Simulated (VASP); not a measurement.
# InP in VASP: notebook, part 3 of 3

VASP 6.6.1.

## 5. Electric field gradients, PBEsol (zz strain of -3 %)

Input file INCAR:

```
PREC     = Accurate       # precision mode
ENCUT    = 520            # plane-wave cutoff, eV
EDIFF    = 1E-8           # SCF threshold, eV
ISMEAR   = -1             # smearing method
SIGMA    = 0.03           # smearing width, eV
LREAL    = F              # projectors in reciprocal space
LASPH    = T              # aspherical terms in the spheres
NELM     = 100            # most SCF steps
ALGO     = Normal         # electronic algorithm
ISIF     = 2              # what is computed and relaxed
LWAVE    = F              # write WAVECAR
LCHARG   = F              # write CHGCAR
GGA      = PS             # functional
LEFG     = T            
NBANDS   = 16             # bands
```

Input file KPOINTS:

```
Automatic mesh
0
Gamma
  11 11 11
```

Input file POSCAR:

```
InP
1.0
    0.0000000000      2.8550000000      2.7693500000
    2.8550000000      0.0000000000      2.7693500000
    2.8550000000      2.8550000000      0.0000000000
In P
1 1
Direct
    0.0000000000      0.0000000000      0.0000000000
    0.5000000000      0.5000000000      0.5000000000
```

Potentials or basis: VASP PAW PBE potentials, release 64 (In_d, P).

On the command line:

```sh
$ cat potpaw_PBE.64/In_d/POTCAR potpaw_PBE.64/P/POTCAR > POTCAR
$ mpirun -np 1 vasp_std > vasp.out
```

OUTCAR:

```text
PREC = Accurate
   ENCUT = 520
   EDIFF = 1E-8
   ISMEAR = -1
   LREAL = F
   LASPH = T
   NELM = 100
   ISIF = 2
   GGA = PS

 ion  position               nearest neighbor table
   1  0.000  0.000  0.000-   2 2.77   2 2.77   2 2.85   2 2.85   2 2.85   2 2.85
   2  0.500  0.500  0.500-   1 2.77   1 2.77   1 2.85   1 2.85   1 2.85   1 2.85

  LATTYP: Found a body centered tetragonal cell.
 ALAT       =     4.0375797206
 C/A-ratio  =     1.3717871555

  Lattice vectors:

 A1 = (   0.0000000000,  -2.8550000000,  -2.7693500000)
 A2 = (   0.0000000000,   2.8550000000,  -2.7693500000)
 A3 = (   2.8550000000,   0.0000000000,   2.7693500000)

Analysis of symmetry for initial positions (statically):
=====================================================================
 Subroutine PRICEL returns:
 Original cell was already a primitive cell.
[... 647 lines left out ...]
  energy-cutoff  :      520.00
  volume of cell :       45.15
      direct lattice vectors                 reciprocal lattice vectors
     0.000000000  2.855000000  2.769350000    -0.175131349  0.175131349  0.180547782
     2.855000000  0.000000000  2.769350000     0.175131349 -0.175131349  0.180547782
     2.855000000  2.855000000  0.000000000     0.175131349  0.175131349 -0.180547782

 POSITION                                       TOTAL-FORCE (eV/Angst)
 -----------------------------------------------------------------------------------
      0.00000      0.00000      0.00000         0.000000      0.000000      0.000000
      2.85500      2.85500      2.76935         0.000000      0.000000     -0.000000
 -----------------------------------------------------------------------------------
    total drift:                               -0.000000      0.000000      0.000000

  FREE ENERGIE OF THE ION-ELECTRON SYSTEM (eV)
  ---------------------------------------------------
  free  energy   TOTEN  =        -8.6875050670 eV

  energy  without entropy=       -8.6848847261  energy(sigma->0) =       -8.68619490

 Electric field gradients (V/A^2)
---------------------------------------------------------------------
 ion       V_xx      V_yy      V_zz      V_xy      V_xz      V_yz
---------------------------------------------------------------------
   1      14.513    14.513   -29.026    -0.000     0.000     0.000
   2      -1.116    -1.116     2.233    -0.000    -0.000    -0.000
---------------------------------------------------------------------

 Electric field gradients after diagonalization (V/A^2)
 (convention: |V_zz| > |V_xx| > |V_yy|)
----------------------------------------------------------------------
 ion       V_xx      V_yy      V_zz     asymmetry (V_yy - V_xx)/ V_zz
----------------------------------------------------------------------
   1      14.513    14.513   -29.026       0.000
   2      -1.116    -1.116     2.233       0.000
----------------------------------------------------------------------

           NMR quadrupolar parameters

 Cq : quadrupolar parameter    Cq=e*Q*V_zz/h
 eta: asymmetry parameters     (V_yy - V_xx)/ V_zz
 Q  : nuclear electric quadrupole moment in mb (millibarn)
----------------------------------------------------------------------
 ion       Cq(MHz)       eta       Q (mb)
----------------------------------------------------------------------
   1      -0.070       0.000       1.000
   2       0.005       0.000       1.000
----------------------------------------------------------------------
```

stdout:

```text
POSCAR found type information on POSCAR InP
 POSCAR found :  2 types and       2 ions
 scaLAPACK will be used
 -----------------------------------------------------------------------------
|                                                                             |
|                                                                             |
|     You enforced a specific xc type in the INCAR file but a different       |
|     I HOPE YOU KNOW WHAT YOU ARE DOING!                                     |
|                                                                             |
 -----------------------------------------------------------------------------

 LDA part: xc-table for (Slater+PW92), standard interpolation
 POSCAR, INCAR and KPOINTS ok, starting setup
 FFT: planning ... GRIDC
 FFT: planning ... GRID_SOFT
 FFT: planning ... GRID
 WAVECAR not read
 entering main loop
ion   1

ion   2
```

Run time: 42 s. Hardware: 1 thread of Intel Xeon 6975P-C (Granite Rapids), shared host; peak memory 0.22 GiB.

Results:

- Free energy: -8.6875 eV
- Pressure: -6.8 GPa
- Band gap on the k mesh: zero (band 9 reaches 6.51 eV, above the bottom of band 10 at 4.00 eV)

Levels at points of the mesh, in eV from the Fermi level:
```
           k point  band 6  band 7  band 8  band 9  band 10  band 11  band 12  band 13
(0.00, 0.00, 0.00)  -11.56   -0.40   -0.11   -0.11     0.03     7.01     7.01     7.22
```

Electric field gradients, principal values (V/Å²):
```tsv
atom	least	middle	greatest (by size)
1 In	14.513	14.513	-29.026
2 P	-1.116	-1.116	2.233
```

Caveat: the cell differs from its parent crystal (zz strain of -3 %); without QUAD_EFG the Cq values of the log hold for a quadrupole moment of 1 mb, not for the nuclei; the PAW data sets were made with another functional, which shifts forces and pressure a little; spin-orbit coupling is left out, which moves the levels of the heavy elements.

## 6. Overview

| cell | gap on the mesh (eV) | pressure (GPa) |
| --- | --- | --- |
| a = 4.024 Å, angles 60.0°, 2 atoms | none | -7.8 |
| a = 4.064 Å, angles 60.0°, 2 atoms | none | -9.0 |
| a = 3.977, b = 3.977, c = 4.038 Å, angles 59.5, 59.5, 61.0°, 2 atoms | none | -6.8 |

Alike in all rows: task electric field gradients; level PBEsol; potentials or basis VASP PAW PBE potentials, release 64 (In_d, P); no spin polarisation; k mesh 11 × 11 × 11; cutoff (eV) 520; smearing fermi-dirac 0.03 eV.

Caveats: the PAW data sets were made with another functional, which shifts forces and pressure a little; spin-orbit coupling is left out, which moves the levels of the heavy elements.

Absolute energies hang on the potentials; compare differences alone.
